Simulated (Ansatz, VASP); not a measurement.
# One calculation of CsBr, two programs

Contents of INCAR:

```
PREC = Accurate
ENCUT = 400
EDIFF = 1E-8
ISMEAR = -1
SIGMA = 0.03
LREAL = False
LASPH = True
NELM = 120
ALGO = Normal
ISIF = 2
LWAVE = False
LCHARG = False
GGA = PE
LEFG = True
NBANDS = 15
GGA_COMPAT = False
```

File KPOINTS:

```
Automatic mesh
0
Gamma
  6 6 6
```

The input POSCAR:

```
CsBr
1.0
    4.2133418957      0.0000000000      0.0000000000
    0.0000000000      4.2133418957      0.0000000000
    0.0000000000      0.0000000000      4.2133418957
Cs Br
1 1
Direct
    0.0000000000      0.0000000000      0.0000000000
    0.5000000000      0.5000000000      0.5000000000
```

Input for Ansatz:

```yaml
crystal:
  lattice:
    - [4.2133418957, 0.0, 0.0]
    - [0.0, 4.2133418957, 0.0]
    - [0.0, 0.0, 4.2133418957]
  atoms:
    - { symbol: Cs, position: [0.0, 0.0, 0.0] }
    - { symbol: Br, position: [0.5, 0.5, 0.5] }
kpoints:
  mp_grid: { grid: [6, 6, 6] }
scf:
  occupations: { method: fermi_dirac, width: 0.03 }
hamiltonian:
  xc: pbe
  pseudopotentials: { kind: all_electron, datasets: crystal }
output:
  forces: true
  stress: true
  eigenvalues: true
  efg: { contact_densities: true }
```

Change from the starting cell: volume scaled by 0.95, crystal datasets.

Alike in both runs: task electric field gradients; functional PBE; k mesh 6 × 6 × 6; occupations fermi-dirac, width 0.03 eV; no spin polarisation.

|  | VASP | Ansatz |
| --- | --- | --- |
| version | VASP 6.6.1 | Ansatz 0.2.0 |
| potentials or method | VASP PAW PBE potentials, release 64 (Cs_sv, Br), cutoff 400 eV | all-electron PAW with datasets made for the crystal, scalar-relativistic |

Ansatz gave:

* gap on the k mesh at the Fermi level (eV): 4.73
* pressure (GPa): 2.1

Q: What did VASP give for the same quantities?

A: gap on the k mesh at the Fermi level (eV): 4.72; pressure (GPa): 2.1.

Ansatz ran all-electron here, and VASP with PAW potentials.

Spin-orbit coupling is off throughout.
